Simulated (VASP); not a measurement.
# Sr (Fm-3m) in VASP: a series of runs, part 2 of 2

VASP 6.6.1. The steps go on from the part before.

## Step 3: Relaxation of cell and atoms, PBEsol, target pressure 30 GPa, at which the enthalpy is minimised

The input, INCAR:

```
SYSTEM = Sr
ALGO = Normal
EDIFF = 1E-6
EDIFFG = -0.01
ENCUT = 600
GGA = PS
IBRION = 2
ISIF = 3
ISMEAR = -1
LASPH = .TRUE.
LCHARG = .FALSE.
LREAL = .FALSE.
LWAVE = .FALSE.
NELM = 100
NSW = 80
PREC = Accurate
PSTRESS = 300.0
SIGMA = 0.05
```

The input, KPOINTS:

```
k-points
0
G
  8 8 8
  0 0 0
```

The input, POSCAR:

```
Sr
1.0
    0.0000000000      3.0423500000      3.0423500000
    3.0423500000      0.0000000000      3.0423500000
    3.0423500000      3.0423500000      0.0000000000
Sr
1
Direct
    0.0000000000      0.0000000000      0.0000000000
```

Potentials or basis: VASP PAW PBE potentials, release 64 (Sr_sv).

Run with:

```
$ cat potpaw_PBE.64/Sr_sv/POTCAR > POTCAR
$ mpirun -np 1 vasp_std > vasp.out
```

OUTCAR:

```text
SYSTEM = Sr
   EDIFF = 1E-6
   EDIFFG = -0.01
   ENCUT = 600
   GGA = PS
   IBRION = 2
   ISIF = 3
   ISMEAR = -1
   LASPH = .TRUE.
   LREAL = .FALSE.
   NELM = 100
   NSW = 80
   PREC = Accurate
   PSTRESS = 300.0

 ion  position               nearest neighbor table
   1  0.000  0.000  0.000-

  LATTYP: Found a face centered cubic cell.
 ALAT       =     6.0847000000

  Lattice vectors:

 A1 = (   0.0000000000,   3.0423500000,   3.0423500000)
 A2 = (   3.0423500000,   0.0000000000,   3.0423500000)
 A3 = (   3.0423500000,   3.0423500000,   0.0000000000)

Analysis of symmetry for initial positions (statically):
=====================================================================
 Subroutine PRICEL returns:
 Original cell was already a primitive cell.

 Routine SETGRP: Setting up the symmetry group for a
 face centered cubic supercell.

 Subroutine GETGRP returns: Found 48 space group operations
 (whereof 48 operations were pure point group operations)
 out of a pool of 48 trial point group operations.

The static configuration has the point symmetry O_h .

Analysis of symmetry for dynamics (positions and initial velocities):
=====================================================================
 Subroutine PRICEL returns:
 Original cell was already a primitive cell.

 Routine SETGRP: Setting up the symmetry group for a
 face centered cubic supercell.

 Subroutine GETGRP returns: Found 48 space group operations
 (whereof 48 operations were pure point group operations)
 out of a pool of 48 trial point group operations.

The dynamic configuration has the point symmetry O_h .

 Subroutine INISYM returns: Found 48 space group operations
 (whereof 48 operations are pure point group operations),
 and found     1 'primitive' translations

----------------------------------------------------------------------------------------

                                     Primitive cell

  volume of cell :      56.3193

  direct lattice vectors                    reciprocal lattice vectors
     0.000000000  3.042350000  3.042350000    -0.164346640  0.164346640  0.164346640
     3.042350000  0.000000000  3.042350000     0.164346640 -0.164346640  0.164346640
     3.042350000  3.042350000  0.000000000     0.164346640  0.164346640 -0.164346640

  length of vectors
     4.302532631  4.302532631  4.302532631     0.284656730  0.284656730  0.284656730

  position of ions in fractional coordinates (direct lattice)
     0.000000000  0.000000000  0.000000000

  ion indices of the primitive-cell ions
   primitive index   ion index
                 1           1

----------------------------------------------------------------------------------------

 KPOINTS: k-points

Automatic generation of k-mesh.
 Grid dimensions read from file:
 generate k-points for:    8    8    8

 Generating k-lattice:

  Cartesian coordinates                     Fractional coordinates (reciprocal lattice)
    -0.020543330  0.020543330  0.020543330     0.125000000  0.000000000  0.000000000
     0.020543330 -0.020543330  0.020543330     0.000000000  0.125000000  0.000000000
     0.020543330  0.020543330 -0.020543330     0.000000000  0.000000000  0.125000000

  Length of vectors
     0.035582091  0.035582091  0.035582091

  Shift w.r.t. Gamma in fractional coordinates (k-lattice)
     0.000000000  0.000000000  0.000000000

 Subroutine IBZKPT returns following result:
 ===========================================

 Found     29 irreducible k-points:

 Following reciprocal coordinates:
            Coordinates               Weight
  0.000000  0.000000  0.000000      1.000000
  0.125000  0.000000  0.000000      8.000000
  0.250000  0.000000  0.000000      8.000000
  0.375000  0.000000  0.000000      8.000000
  0.500000  0.000000  0.000000      4.000000
  0.125000  0.125000  0.000000      6.000000
[... 16 lines left out ...]
  0.500000  0.250000  0.125000     48.000000
 -0.375000  0.250000  0.125000     24.000000
 [... further k-points ...]
   k-points           NKPTS =     29   k-points in BZ     NKDIM =     29   number of bands    NBANDS=      9
   number of dos      NEDOS =    301   number of ions     NIONS =      1
   total plane-waves  NPLWV =  46656
   dimension x,y,z NGX =    36 NGY =   36 NGZ =   36
   dimension x,y,z NGXF=    72 NGYF=   72 NGZF=   72
   ions per type =               1
   NGX,Y,Z   is equivalent  to a cutoff of  13.91, 13.91, 13.91 a.u.
   NGXF,Y,Z  is equivalent  to a cutoff of  27.82, 27.82, 27.82 a.u.
 SYSTEM =  Sr
   PREC   = accura    normal or accurate (medium, high low for compatibility)
   ISTART =      0    job   : 0-new  1-cont  2-samecut
   ICHARG =      2    charge: 1-file 2-atom 10-const
   ISPIN  =      1    spin polarized calculation?
   LNONCOLLINEAR =      F non collinear calculations
   LSORBIT =      F    spin-orbit coupling
   LASPH  =      T    aspherical Exc in radial PAW
   ENCUT  =  600.0 eV  44.10 Ry    6.64 a.u.   8.59  8.59  8.59*2*pi/ulx,y,z
   NELM   =    100;   NELMIN=  2; NELMDL= -5     # of ELM steps
   EDIFF  = 0.1E-05   stopping-criterion for ELM
   LREAL  =      F    real-space projection
   EDIFFG = -.1E-01   stopping-criterion for IOM
   NSW    =     80    number of steps for IOM
   IBRION =      2    ionic relax: 0-MD 1-quasi-New 2-CG
   NFREE  =      1    steps in history (QN), initial steepest desc. (CG)
   ISIF   =      3    stress and relaxation
   ISYM   =      2    0-nonsym 1-usesym 2-fastsym
   POTIM  = 0.5000    time-step for ionic-motion
   TEBEG  =    0.0;   TEEND  =   0.0 temperature during run
   PSTRESS=  300.0 pullay stress
   NELECT =      10.0000    total number of electrons
   NUPDOWN=      -1.0000    fix difference up-down
   EMIN   =  10.00;   EMAX   =-10.00  energy-range for DOS
   EFERMI =   0.00;   METHOD = LEGACY
   ISMEAR =    -1;   SIGMA  =   0.05  broadening in eV -4-tet -1-fermi 0-gaus
   EFERMI_NEDOS =   21; number of points for ismear=-14 and -15
   IALGO  =     38    algorithm
   IMIX   =      4    mixing-type and parameters
     AMIX     =   0.40;   BMIX     =  1.00
     AMIX_MAG =   1.60;   BMIX_MAG =  1.00
  volume/ion in A,a.u.               =      56.32       380.06
  Fermi-wavevector in a.u.,A,eV,Ry     =   0.920144  1.738819 11.519569  0.846664
  Thomas-Fermi vector in A             =   2.045416
   LORBIT       =      0    0 simple, 1 ext, 2 COOP (PROOUT), +10 PAW based schemes
   GGA     = PS    functional components
   LHFCALC =     F    Hartree Fock is set to
   AEXX    =    0.0000 exact exchange contribution
   IVDW    =     0    specifies the selected vdW correction
   LEPSILON=     F    determine dielectric tensor
   LRPA    =     F    only Hartree local field effects (RPA)
 conjugate gradient relaxation of ions
 non-spin polarized calculation
  energy-cutoff  :      600.00
  volume of cell :       56.32
 maximum number of plane-waves:      1895
 NGX is ok and might be reduce to    36
   NGX = 17   NGY = 17   NGZ = 17

--------------------------------------- Ionic step        1  -------------------------------------------

 number of electron      10.0000000 magnetization

 Free energy of the ion-electron system (eV)
  ---------------------------------------------------
  ext. energy  EPLUGINS =         0.00000000
  ---------------------------------------------------
  free energy    TOTEN  =        -1.83573052 eV

  energy without entropy =       -1.82720399  energy(sigma->0) =       -1.83146725

------------------------ aborting loop because EDIFF is reached ----------------------------------------

  FORCE on cell =-STRESS in cart. coord.  units (eV):
  Direction    XX          YY          ZZ          XY          YZ          ZX
  --------------------------------------------------------------------------------------
  -------------------------------------------------------------------------------------
  Total       -0.3137367     -0.3137367     -0.3137367      0.0000000      0.0000000     -0.0000000
  in kB       -8.9252083     -8.9252083     -8.9252083      0.0000000      0.0000000     -0.0000000
  external PRESSURE =    -308.9252083 kB  Pullay stress =     300.0000000 kB
[... 766 lines left out ...]
  enthalpy is  TOTEN    =         4.1953645426 eV   P V=        4.6168462075

--------------------------------------- Ionic step        6  -------------------------------------------

 number of electron      10.0000000 magnetization

 Free energy of the ion-electron system (eV)
  ---------------------------------------------------
  ext. energy  EPLUGINS =         0.00000000
  ---------------------------------------------------
  free energy    TOTEN  =        -0.22356610 eV

  energy without entropy =       -0.21196148  energy(sigma->0) =       -0.21776379

 E-fermi :   5.2898     XC(G=0): -10.6460

 val. band max:        5.2742543179   @ k =  -0.3750   0.2500   0.1250
 cond. band min:       5.3701516392   @ k =  -0.2500   0.3750   0.1250
 fundamental gap:      0.0958973212
 Fermi energy:         5.2898218864

 k-point     1 :       0.0000    0.0000    0.0000
  band No.  band energies     occupation
      1     -30.2995      2.00000
      2     -11.0607      2.00000
      3     -11.0607      2.00000
      4     -11.0607      2.00000
      5       1.4867      2.00000
      6       8.5632      0.00000
      7       8.5632      0.00000
      8       8.5632      0.00000
      9      12.0886      0.00000
[... 304 lines left out ...]
  FREE ENERGIE OF THE ION-ELECTRON SYSTEM (eV)
  ---------------------------------------------------
  free  energy   TOTEN  =        -0.2235661018 eV

  energy  without entropy=       -0.2119614834  energy(sigma->0) =       -0.21776379

  enthalpy is  TOTEN    =         4.1830509824 eV   P V=        4.4066170842

 reached required accuracy - stopping structural energy minimisation
```

CONTCAR:

```text
Sr
   1.00000000000000
     0.0000000000000000    2.2745119101283211    2.2745119101283211
     2.2745119101283211    0.0000000000000000    2.2745119101283211
     2.2745119101283211    2.2745119101283211   -0.0000000000000000
  Sr
     1
Direct
     0.0000000000000000    1.0000000000000000    1.0000000000000000

  0.00000000E+00  0.00000000E+00  0.00000000E+00
```

Run time: 50 s. Hardware: 1 thread of Intel Xeon 6975P-C (Granite Rapids), shared host; peak memory 0.3 GiB.

Results:

| Item | Value |
| --- | --- |
| Free energy | -0.2236 eV |
| Relaxed volume | 23.53 Å³/atom |
| Relaxed cell | a = 3.217 Å, b = 3.217 Å, c = 3.217 Å, α = 60.00°, β = 60.00°, γ = 60.00° |
| Space group after relaxing (to 0.05 Å) | Fm-3m (No. 225) |
| Energy change on relaxing (the enthalpy is what falls) | +1612.2 meV/atom |
| Ionic steps | 6 |
| Pressure after relaxing | 30.0 GPa |
| Band gap on the k mesh | zero (band 5 reaches 5.62 eV, above the bottom of band 6 at 4.30 eV) |

Step by step:
```tsv
step	energy change (eV)	largest force (eV/Å)	pressure (GPa)	volume (Å³)
1	0.0000	0.0000	-0.89	56.32
2	30.8890	0.0000	1845.26	6.08
3	0.0297	0.0000	2.27	45.10
4	0.1869	0.0000	5.97	38.72
5	1.4143	0.0000	26.52	24.66
6	1.6122	0.0000	30.04	23.53
```

Final structure:
```
CELL_PARAMETERS angstrom
0.00000 2.27451 2.27451
2.27451 0.00000 2.27451
2.27451 2.27451 0.00000
ATOMIC_POSITIONS crystal
Sr 0.00000 0.00000 0.00000
```

Levels at points of the mesh, in eV from the Fermi level:
```csv
k point,band 2,band 3,band 4,band 5,band 6,band 7,band 8,band 9
"(0.00, 0.00, 0.00)",-16.35,-16.35,-16.35,-3.80,3.27,3.27,3.27,6.80
"(0.50, 0.00, 0.00)",-18.89,-16.65,-16.65,-1.55,2.87,2.87,3.68,9.49
"(0.50, 0.50, 0.00)",-18.68,-17.22,-17.22,-2.17,-0.99,6.03,9.57,10.35
```

Caveat: the cell is relaxed towards a set pressure, so the enthalpy falls and the energy may rise; the volume moved by over 15 % at a fixed basis, so the end points are rough; the PAW data sets were made with another functional, which shifts forces and pressure a little.
